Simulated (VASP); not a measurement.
Set up this calculation in VASP 6.6.1, as the native input.

- Task: single point
- Functional: PBE
- Potentials or basis: VASP PAW PBE potentials, release 64 (Na_pv)
- Cutoff: 520 eV
- k mesh: 17 × 17 × 17
- Occupations: fermi-dirac, width 0.1 eV
- Spin: no spin polarisation
- Dipole correction: no
- Further INCAR settings: ALGO = Normal; EDIFF = 1e-06; NBANDS = 10

The structure of Na lies in POSCAR:

```
Na
1.0
    0.0000000000      2.6468511385      2.6468511385
    2.6468511385      0.0000000000      2.6468511385
    2.6468511385      2.6468511385      0.0000000000
Na
1
Direct
    0.0000000000      0.0000000000      0.0000000000
```

The input as run:

INCAR

```
PREC = Accurate ; ENCUT = 520
EDIFF = 1E-6 ; ISMEAR = -1
SIGMA = 0.1 ; LREAL = False
LASPH = True ; NELM = 60
ALGO = Normal ; ISIF = 2
LWAVE = False ; LCHARG = False
GGA = PE ; NBANDS = 10
```

KPOINTS

```
Automatic mesh
0
Gamma
  17 17 17
```

Potentials or basis: VASP PAW PBE potentials, release 64 (Na_pv).

Run with:

```console
$ cat potpaw_PBE.64/Na_pv/POTCAR > POTCAR
$ mpirun -np 1 vasp_std > vasp.out
```

Results of the run:

```json
{
 "Pressure": "0.0 GPa"
}
```

It took 18 s on 1 thread of Intel(R) Xeon(R) Platinum 8559C (Emerald Rapids) (shared host), peak memory 0.18 GiB.
